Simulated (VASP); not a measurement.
Wanted: the native input for a VASP 6.6.1 run.

```
Task                   : single point
Functional             : r2SCAN
Potentials or basis    : VASP PAW PBE potentials, release 64 (Rh_pv)
Cutoff                 : 520 eV
k mesh                 : 8 × 8 × 8
Occupations            : gaussian, width 0.15 eV
Spin                   : no spin polarisation
Dipole correction      : no
Further INCAR settings : ALGO = Normal; EDIFF = 1e-06; NBANDS = 14
```

Crystal: Rh.

```xyz
1
Lattice="0.0000 1.9016 1.9301 1.9016 0.0000 1.9301 1.9016 1.9016 0.0000" Properties=species:S:1:pos:R:3 pbc="T T T"
Rh    0.0000    0.0000    0.0000
```

This cell differs from its parent crystal: strain +0.000 along x and y, +0.015 along z.

One way to write it, as run:

POSCAR

```
Rh
1.0
    0.0000000000      1.9015500000      1.9300732500
    1.9015500000      0.0000000000      1.9300732500
    1.9015500000      1.9015500000      0.0000000000
Rh
1
Direct
    0.0000000000      0.0000000000      0.0000000000
```

INCAR.step1

```
SYSTEM = Rh
PREC = Accurate
ENCUT = 520
ISMEAR = 0
SIGMA = 0.15
LREAL = .False.
LASPH = .True.
NELM = 100
NBANDS = 14
GGA = PE
ALGO = Normal
EDIFF = 1E-4
LWAVE = .True.
LCHARG = .False.
```

INCAR.step2

```
SYSTEM = Rh
PREC = Accurate
ENCUT = 520
EDIFF = 1E-6
ISMEAR = 0
SIGMA = 0.15
LREAL = .False.
LASPH = .True.
NELM = 100
ALGO = Normal
ISIF = 2
LWAVE = .False.
LCHARG = .True.
METAGGA = R2SCAN
LMIXTAU = .True.
LELF = .True.
LVHAR = .True.
NBANDS = 14
ISTART = 1
```

KPOINTS

```
Automatic mesh
0
Gamma
  8 8 8
  0 0 0
```

Potentials or basis: VASP PAW PBE potentials, release 64 (Rh_pv).

The run is started by

```sh
$ cat potpaw_PBE.64/Rh_pv/POTCAR > POTCAR
$ cp INCAR.step1 INCAR
$ mpirun -np 1 vasp_std > vasp.out
$ cp INCAR.step2 INCAR
$ mpirun -np 1 vasp_std > vasp.out
```

It gave:

| Item | Value |
| --- | --- |
| Pressure | -2.7 GPa |

Caveat: the cell differs from its parent crystal (strain +0.000 along x and y, +0.015 along z); the PAW data sets were made with another functional, which shifts forces and pressure a little.

Run time: 33 s on 1 thread of Intel Xeon 6975P-C, with other jobs on the host, peak memory 0.13 GiB.
